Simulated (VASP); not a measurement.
# TiSi2 (Cmcm) in VASP: a series of runs

Runs on TiSi2. Level: PBE. Tasks: single point.

All numbers are computed with VASP 6.6.1; they aren't measurements. Logs are shortened: lines on timing, memory, paths and dates and some standing lists are left out, and cuts for length are marked.

## (1) The cell of the first run

Symmetry: Cmcm, No. 63, orthorhombic system. The conventional cell has a = 3.454 Å, b = 14.022 Å, c = 3.484 Å, α = 90.00°, β = 90.00°, γ = 90.00°. Within 3.3 Å of Ti (site symmetry m2m) lie 10 Si at 2.53 to 2.86 Å. Within 3.2 Å of Si (site symmetry m2m) lie 6 Si at 2.41 to 3.20 Å and 6 Ti at 2.53 to 2.86 Å. Si (site symmetry m2m) has 8 Si at 2.45 to 3.20 Å and 4 Ti at 2.69 Å within 3.2 Å.

## (2) Single point, PBE

Contents of INCAR:

```
PREC     = Accurate       # precision mode
ENCUT    = 520            # plane-wave cutoff, eV
EDIFF    = 1E-7           # SCF threshold, eV
ISMEAR   = 0              # smearing method
SIGMA    = 0.15           # smearing width, eV
LREAL    = F              # projectors in reciprocal space
LASPH    = T              # aspherical terms in the spheres
NELM     = 60             # most SCF steps
ALGO     = Normal         # electronic algorithm
ISIF     = 2              # what is computed and relaxed
LWAVE    = F              # write WAVECAR
LCHARG   = F              # write CHGCAR
GGA      = PE             # functional
NBANDS   = 29             # bands
```

Contents of KPOINTS:

```
Automatic mesh
0
Gamma
  12 12 12
```

Contents of POSCAR:

```
TiSi2
1.0
    1.7267777212     -7.0108387279      0.0000000000
    1.7267777212      7.0108387279      0.0000000000
    0.0000000000      0.0000000000      3.4844244231
Ti Si
2 4
Direct
    0.8968075259      0.1031924741      0.7500000000
    0.1031924741      0.8968075259      0.2500000000
    0.5591373592      0.4408626408      0.7500000000
    0.4408626408      0.5591373592      0.2500000000
    0.2498287182      0.7501712818      0.7500000000
    0.7501712818      0.2498287182      0.2500000000
```

Potentials or basis: VASP PAW PBE potentials, release 64 (Ti_sv, Si).

The run is started by

```sh
$ cat potpaw_PBE.64/Ti_sv/POTCAR potpaw_PBE.64/Si/POTCAR > POTCAR
$ mpirun -np 1 vasp_std > vasp.out
```

OUTCAR:

```text
PREC = Accurate
   ENCUT = 520
   EDIFF = 1E-7
   ISMEAR = 0
   LREAL = F
   LASPH = T
   NELM = 60
   ISIF = 2
   GGA = PE

 ion  position               nearest neighbor table
   1  0.897  0.103  0.750-   4 2.53   4 2.53   4 2.53   4 2.53   5 2.69   5 2.69   6 2.69   6 2.69
                             3 2.86   3 2.86
   2  0.103  0.897  0.250-   3 2.53   3 2.53   3 2.53   3 2.53   6 2.69   6 2.69   5 2.69   5 2.69
                             4 2.86   4 2.86
   3  0.559  0.441  0.750-   4 2.41   4 2.41   2 2.53   2 2.53   2 2.53   2 2.53   1 2.86   1 2.86

   4  0.441  0.559  0.250-   3 2.41   3 2.41   1 2.53   1 2.53   1 2.53   1 2.53   2 2.86   2 2.86

   5  0.250  0.750  0.750-   6 2.45   6 2.45   6 2.45   6 2.45   1 2.69   1 2.69   2 2.69   2 2.69

   6  0.750  0.250  0.250-   5 2.45   5 2.45   5 2.45   5 2.45   2 2.69   2 2.69   1 2.69   1 2.69

  LATTYP: Found a base centered orthorhombic cell.
 ALAT       =     3.4535554424
 B/A-ratio  =     4.0600701769
 C/A-ratio  =     1.0089383191

  Lattice vectors:

 A1 = (   1.7267777212,  -7.0108387279,   0.0000000000)
 A2 = (   1.7267777212,   7.0108387279,   0.0000000000)
 A3 = (   0.0000000000,   0.0000000000,   3.4844244231)

Analysis of symmetry for initial positions (statically):
=====================================================================
 Subroutine PRICEL returns:
 Original cell was already a primitive cell.

 Routine SETGRP: Setting up the symmetry group for a
 base centered orthorhombic supercell.

 Subroutine GETGRP returns: Found  8 space group operations
 (whereof  4 operations were pure point group operations)
 out of a pool of  8 trial point group operations.

The static configuration has the point symmetry C_2h.
 The point group associated with its full space group is D_2h.

Analysis of symmetry for dynamics (positions and initial velocities):
=====================================================================
 Subroutine PRICEL returns:
 Original cell was already a primitive cell.

 Routine SETGRP: Setting up the symmetry group for a
 base centered orthorhombic supercell.

 Subroutine GETGRP returns: Found  8 space group operations
 (whereof  4 operations were pure point group operations)
 out of a pool of  8 trial point group operations.

The dynamic configuration has the point symmetry C_2h.
 The point group associated with its full space group is D_2h.

 Subroutine INISYM returns: Found  8 space group operations
 (whereof  4 operations are pure point group operations),
 and found     1 'primitive' translations

----------------------------------------------------------------------------------------
[... 102 lines left out ...]
   LREAL  =      F    real-space projection
   EDIFFG = 0.1E-05   stopping-criterion for IOM
   NSW    =      0    number of steps for IOM
   IBRION =     -1    ionic relax: 0-MD 1-quasi-New 2-CG
   NFREE  =      0    steps in history (QN), initial steepest desc. (CG)
   ISIF   =      2    stress and relaxation
   ISYM   =      2    0-nonsym 1-usesym 2-fastsym
   POTIM  = 0.5000    time-step for ionic-motion
   TEBEG  =    0.0;   TEEND  =   0.0 temperature during run
   PSTRESS=    0.0 pullay stress
   NELECT =      40.0000    total number of electrons
   NUPDOWN=      -1.0000    fix difference up-down
   EMIN   =  10.00;   EMAX   =-10.00  energy-range for DOS
   EFERMI =   0.00;   METHOD = LEGACY
   ISMEAR =     0;   SIGMA  =   0.15  broadening in eV -4-tet -1-fermi 0-gaus
   EFERMI_NEDOS =   21; number of points for ismear=-14 and -15
   IALGO  =     38    algorithm
   IMIX   =      4    mixing-type and parameters
     AMIX     =   0.40;   BMIX     =  1.00
     AMIX_MAG =   1.60;   BMIX_MAG =  1.00
  volume/ion in A,a.u.               =      14.06        94.89
  Fermi-wavevector in a.u.,A,eV,Ry     =   1.276553  2.412336 22.171901  1.629589
  Thomas-Fermi vector in A             =   2.409203
   LORBIT       =      0    0 simple, 1 ext, 2 COOP (PROOUT), +10 PAW based schemes
   GGA     = PE    functional components
   LHFCALC =     F    Hartree Fock is set to
   AEXX    =    0.0000 exact exchange contribution
   IVDW    =     0    specifies the selected vdW correction
   LEPSILON=     F    determine dielectric tensor
   LRPA    =     F    only Hartree local field effects (RPA)
 non-spin polarized calculation
 Gauss-broadening in eV      SIGMA  =   0.15
  energy-cutoff  :      520.00
  volume of cell :       84.37
 maximum number of plane-waves:      2302
 NGX is ok and might be reduce to    54
   NGX = 27   NGY = 27   NGZ = 13

 number of electron      39.9999996 magnetization

 Free energy of the ion-electron system (eV)
  ---------------------------------------------------
  ext. energy  EPLUGINS =         0.00000000
  ---------------------------------------------------
  free energy    TOTEN  =       -40.58853762 eV

  energy without entropy =      -40.57071236  energy(sigma->0) =      -40.57962499

 E-fermi :  10.6445     XC(G=0): -11.6730

 val. band max:       10.6440307823   @ k =  -0.3333   0.3333   0.4167
 cond. band min:      10.6458942589   @ k =   0.1667  -0.0000   0.0000
 fundamental gap:      0.0018634767
 Fermi energy:        10.6445116129

 k-point     1 :       0.0000    0.0000    0.0000
  band No.  band energies     occupation
      1     -46.1749      2.00000
      2     -46.1677      2.00000
      3     -22.5573      2.00000
      4     -22.4818      2.00000
      5     -22.4737      2.00000
      6     -22.4634      2.00000
[... 757 lines left out ...]
     28      13.5358      0.00000
     29      14.2913      0.00000

 [... further k-points ...]
[... 5 lines left out ...]
  --------------------------------------------------------------------------------------
  -------------------------------------------------------------------------------------
  Total        4.7363960     -2.3661628      5.0403621      0.0000000      0.0000000      0.0000000
  in kB       89.9479212    -44.9353101     95.7204790      0.0000000      0.0000000      0.0000000
  external PRESSURE =      46.9110300 kB  Pullay stress =       0.0000000 kB

 VOLUME and BASIS-vectors are now :
 -----------------------------------------------------------------------------
  energy-cutoff  :      520.00
  volume of cell :       84.37
      direct lattice vectors                 reciprocal lattice vectors
     1.726777721 -7.010838728  0.000000000     0.289556666 -0.071318143  0.000000000
     1.726777721  7.010838728  0.000000000     0.289556666  0.071318143  0.000000000
     0.000000000  0.000000000  3.484424423     0.000000000  0.000000000  0.286991445

 POSITION                                       TOTAL-FORCE (eV/Angst)
 -----------------------------------------------------------------------------------
      1.72678     -5.56391      2.61332         0.000000      0.413322      0.000000
      1.72678      5.56391      0.87111         0.000000     -0.413322      0.000000
      1.72678     -0.82920      2.61332         0.000000      0.274010     -0.000000
      1.72678      0.82920      0.87111         0.000000     -0.274010      0.000000
      1.72678      3.50782      2.61332         0.000000     -0.003800      0.000000
      1.72678     -3.50782      0.87111         0.000000      0.003800     -0.000000
 -----------------------------------------------------------------------------------
    total drift:                                0.000000      0.000000      0.000000

  FREE ENERGIE OF THE ION-ELECTRON SYSTEM (eV)
  ---------------------------------------------------
  free  energy   TOTEN  =       -40.5885376179 eV

  energy  without entropy=      -40.5707123632  energy(sigma->0) =      -40.57962499
```

It took 18 min on 1 thread of Oxide Virtual Turin-like, shared host; peak memory 0.68 GiB.

What came out:

```yaml
Free_energy: -40.5885 eV
Pressure: 4.7 GPa
Largest_force: 0.413 eV/Å
Band_gap_on_the_k_mesh: zero (band 20 reaches 11.23 eV, above the bottom of band 21 at 10.26 eV)
```

Forces in eV/Å, atoms in the order of the input:
```
Ti   0.000  0.413  0.000
Ti   0.000 -0.413  0.000
Si   0.000  0.274  0.000
Si   0.000 -0.274  0.000
Si   0.000 -0.004  0.000
Si   0.000  0.004  0.000
```

Levels at points of the mesh, in eV from the Fermi level:
| k point | band 16 | band 17 | band 18 | band 19 | band 20 | band 21 | band 22 | band 23 | band 24 | band 25 |
| --- | --- | --- | --- | --- | --- | --- | --- | --- | --- | --- |
| (0.00, 0.00, 0.00) | -2.53 | -2.18 | -2.16 | -1.80 | 0.58 | 0.87 | 0.91 | 0.94 | 1.13 | 1.59 |
| (0.50, 0.00, 0.00) | -2.74 | -1.79 | -1.55 | -0.78 | -0.46 | -0.39 | 1.51 | 1.55 | 1.81 | 1.91 |
| (0.50, 0.50, 0.00) | -2.39 | -2.24 | -1.62 | -1.49 | 0.53 | 0.75 | 0.93 | 1.02 | 1.21 | 1.96 |
| (0.00, 0.00, 0.50) | -2.09 | -1.88 | -1.88 | -0.01 | -0.01 | 0.51 | 0.51 | 1.59 | 1.59 | 1.83 |
| (0.50, 0.00, 0.50) | -4.00 | -3.45 | -3.45 | -2.47 | -2.47 | 1.62 | 1.62 | 2.07 | 2.07 | 2.42 |
| (0.50, 0.50, 0.50) | -3.55 | -1.89 | -1.89 | -0.66 | -0.66 | 0.42 | 0.42 | 1.81 | 1.81 | 2.39 |

## (3) Single point, PBE

This run uses another cell than the first one, of 14.92 Å³/atom, 1.061 times its volume.

Contents of INCAR:

```
SYSTEM = TiSi2
PREC = Accurate
ENCUT = 520
EDIFF = 1E-6
ISMEAR = 0
SIGMA = 0.15
LREAL = .False.
LASPH = .True.
NELM = 100
ALGO = Normal
ISIF = 2
LWAVE = .False.
LCHARG = .True.
GGA = PE
LELF = .True.
LVHAR = .True.
NBANDS = 29
```

Contents of KPOINTS:

```
Automatic mesh
0
Gamma
  12 12 12
  0 0 0
```

Edit POSCAR of step 2 so:

```diff
@@ -2,5 +2,5 @@
 1.0
-    1.7267777212     -7.0108387279      0.0000000000
-    1.7267777212      7.0108387279      0.0000000000
-    0.0000000000      0.0000000000      3.4844244231
+    1.8090197936     -6.7790219553      0.0000000000
+    1.8090197936      6.7790219553      0.0000000000
+    0.0000000000      0.0000000000      3.6503787797
 Ti Si
```

Potentials or basis: VASP PAW PBE potentials, release 64 (Ti_sv, Si).

The run is started by

```sh
$ cat potpaw_PBE.64/Ti_sv/POTCAR potpaw_PBE.64/Si/POTCAR > POTCAR
$ mpirun -np 1 vasp_std > vasp.out
```

It took 28 min on 1 thread of Oxide Virtual Turin-like, shared host; peak memory 0.7 GiB.

It converged, with:

```yaml
Free_energy: -40.6800 eV
Pressure: -5.2 GPa
Largest_force: 0.042 eV/Å
Band_gap_on_the_k_mesh: zero (band 20 reaches 10.34 eV, above the bottom of band 21 at 9.40 eV)
```

Forces in eV/Å, atoms in the order of the input:
```
Ti   0.000 -0.042  0.000
Ti   0.000  0.042  0.000
Si   0.000  0.020  0.000
Si   0.000 -0.020  0.000
Si   0.000  0.007  0.000
Si   0.000 -0.007  0.000
```

Stress tensor (GPa, compression positive):
```
-6.52  0.00  0.00
 0.00 -2.06  0.00
 0.00  0.00 -7.15
```

Levels at points of the mesh, in eV from the Fermi level:
| k point | band 17 | band 18 | band 19 | band 20 | band 21 | band 22 | band 23 | band 24 |
| --- | --- | --- | --- | --- | --- | --- | --- | --- |
| (0.00, 0.00, 0.00) | -2.06 | -1.96 | -1.90 | 0.42 | 0.51 | 0.75 | 0.85 | 1.21 |
| (0.50, 0.00, 0.00) | -1.63 | -1.29 | -0.58 | -0.56 | -0.51 | 0.92 | 1.27 | 1.48 |
| (0.50, 0.50, 0.00) | -2.40 | -1.97 | -1.02 | 0.34 | 0.59 | 0.64 | 0.85 | 0.93 |
| (0.00, 0.00, 0.50) | -1.43 | -1.43 | -0.06 | -0.06 | 0.91 | 0.91 | 1.42 | 1.42 |
| (0.50, 0.00, 0.50) | -3.02 | -3.02 | -2.31 | -2.31 | 1.64 | 1.64 | 1.70 | 1.70 |
| (0.50, 0.50, 0.50) | -2.00 | -2.00 | -0.88 | -0.88 | 0.40 | 0.40 | 1.51 | 1.51 |

## (4) Single point, PBE

This run uses another cell than the first one, of 14.92 Å³/atom, 1.061 times its volume.

Contents of INCAR:

```
SYSTEM = TiSi2
ALGO     = Normal         ! electronic algorithm
EDIFF    = 1E-7           ! SCF threshold, eV
ENCUT    = 520            ! plane-wave cutoff, eV
GGA      = PE             ! functional
ISIF     = 2              ! what is computed and relaxed
ISMEAR   = 0              ! smearing method
LASPH    = .TRUE.         ! aspherical terms in the spheres
LCHARG   = .FALSE.        ! write CHGCAR
LREAL    = .FALSE.        ! projectors in reciprocal space
LWAVE    = .FALSE.        ! write WAVECAR
NBANDS   = 29             ! bands
NELM     = 80             ! most SCF steps
PREC     = Accurate       ! precision mode
SIGMA    = 0.15           ! smearing width, eV
```

Contents of KPOINTS:

```
k-points
0
G
  12 12 12
  0 0 0
```

Edit POSCAR of step 3 so:

```diff
@@ -2,5 +2,5 @@
 1.0
-    1.8090197936     -6.7790219553      0.0000000000
-    1.8090197936      6.7790219553      0.0000000000
-    0.0000000000      0.0000000000      3.6503787797
+    1.7613272162     -7.1511121023      0.0000000000
+    1.7613272162      7.1511121023      0.0000000000
+    0.0000000000      0.0000000000      3.5541410419
 Ti Si
```

The run is started by

```sh
$ cat potpaw_PBE.64/Ti_sv/POTCAR potpaw_PBE.64/Si/POTCAR > POTCAR
$ mpirun -np 1 vasp_std > vasp.out
```

Run time: 32 min. Hardware: 1 thread of Oxide Virtual Turin-like, shared host; peak memory 0.71 GiB.

Results (log left out):

```yaml
Free_energy: -40.6023 eV
Pressure: -3.5 GPa
Largest_force: 0.482 eV/Å
Band_gap_on_the_k_mesh: zero (band 20 reaches 10.45 eV, above the bottom of band 21 at 9.54 eV)
```

Forces in eV/Å, atoms in the order of the input:
```
Ti   0.000  0.482  0.000
Ti   0.000 -0.482  0.000
Si   0.000  0.381  0.000
Si   0.000 -0.381  0.000
Si   0.000 -0.014  0.000
Si   0.000  0.014  0.000
```

Stress tensor (GPa, compression positive):
```
  0.06   0.00   0.00
  0.00 -10.09   0.00
  0.00   0.00  -0.43
```

Levels at points of the mesh, in eV from the Fermi level:
```
           k point  band 17  band 18  band 19  band 20  band 21  band 22  band 23  band 24
(0.00, 0.00, 0.00)    -2.14    -1.98    -1.74     0.54     0.64     0.81     0.86     1.22
(0.50, 0.00, 0.00)    -1.72    -1.45    -0.69    -0.43    -0.36     1.33     1.37     1.71
(0.50, 0.50, 0.00)    -2.18    -1.60    -1.40     0.50     0.71     0.86     0.90     0.96
(0.00, 0.00, 0.50)    -1.74    -1.74    -0.01    -0.01     0.45     0.45     1.51     1.51
(0.50, 0.00, 0.50)    -3.33    -3.33    -2.33    -2.33     1.51     1.51     1.90     1.90
(0.50, 0.50, 0.50)    -1.80    -1.80    -0.62    -0.62     0.34     0.34     1.66     1.66
```

## (5) Single point, PBE

This run uses another cell than the first one, of 14.35 Å³/atom, 1.020 times its volume.

Contents of INCAR:

```
SYSTEM = TiSi2
ALGO     = Normal         ! electronic algorithm
EDIFF    = 1E-7           ! SCF threshold, eV
ENCUT    = 520            ! plane-wave cutoff, eV
GGA      = PE             ! functional
ISIF     = 2              ! what is computed and relaxed
ISMEAR   = 0              ! smearing method
LASPH    = .True.         ! aspherical terms in the spheres
LCHARG   = .False.        ! write CHGCAR
LREAL    = .False.        ! projectors in reciprocal space
LWAVE    = .False.        ! write WAVECAR
NBANDS   = 29             ! bands
NELM     = 60             ! most SCF steps
PREC     = Accurate       ! precision mode
SIGMA    = 0.15           ! smearing width, eV
```

Contents of KPOINTS:

```
k-points
0
Gamma
  12 12 12
  0 0 0
```

Edit POSCAR of step 4 so:

```diff
@@ -2,5 +2,5 @@
 1.0
-    1.7613272162     -7.1511121023      0.0000000000
-    1.7613272162      7.1511121023      0.0000000000
-    0.0000000000      0.0000000000      3.5541410419
+    1.8095832153     -6.5140941713      0.0000000000
+    1.8095832153      6.5140941713      0.0000000000
+    0.0000000000      0.0000000000      3.6515156951
 Ti Si
```

The run is started by

```sh
$ cat potpaw_PBE.64/Ti_sv/POTCAR potpaw_PBE.64/Si/POTCAR > POTCAR
$ mpirun -np 1 vasp_std > vasp.out
```

Run time: 31 min. Hardware: 1 thread of Oxide Virtual Turin-like, shared host; peak memory 0.65 GiB.

The run converged. Its results:

```yaml
Free_energy: -40.6203 eV
Pressure: -0.7 GPa
Largest_force: 0.481 eV/Å
Band_gap_on_the_k_mesh: zero (band 20 reaches 10.79 eV, above the bottom of band 21 at 9.86 eV)
```

Forces on the atoms (eV/Å):
```
Ti   0.000 -0.481  0.000
Ti   0.000  0.481  0.000
Si   0.000 -0.269  0.000
Si   0.000  0.269  0.000
Si   0.000  0.037  0.000
Si   0.000 -0.037  0.000
```

Stress tensor (GPa, compression positive):
```
-4.86  0.00  0.00
 0.00  7.75  0.00
 0.00  0.00 -4.93
```

Levels at points of the mesh, in eV from the Fermi level:
```tsv
k point	band 16	band 17	band 18	band 19	band 20	band 21	band 22	band 23	band 24	band 25
(0.00, 0.00, 0.00)	-2.41	-2.26	-1.80	-1.58	0.36	0.65	0.76	0.86	1.14	1.71
(0.50, 0.00, 0.00)	-2.17	-1.82	-1.10	-0.72	-0.56	-0.53	0.75	1.23	1.45	1.70
(0.50, 0.50, 0.00)	-2.81	-2.63	-2.18	-0.92	0.25	0.51	0.52	0.90	1.17	2.21
(0.00, 0.00, 0.50)	-2.49	-1.36	-1.36	-0.06	-0.06	1.19	1.19	1.41	1.41	1.46
(0.50, 0.00, 0.50)	-4.08	-2.90	-2.90	-2.34	-2.34	1.69	1.69	1.70	1.70	2.71
(0.50, 0.50, 0.50)	-3.09	-2.19	-2.19	-1.05	-1.05	0.43	0.43	1.50	1.50	2.45
```

[end of part 1 of 2]
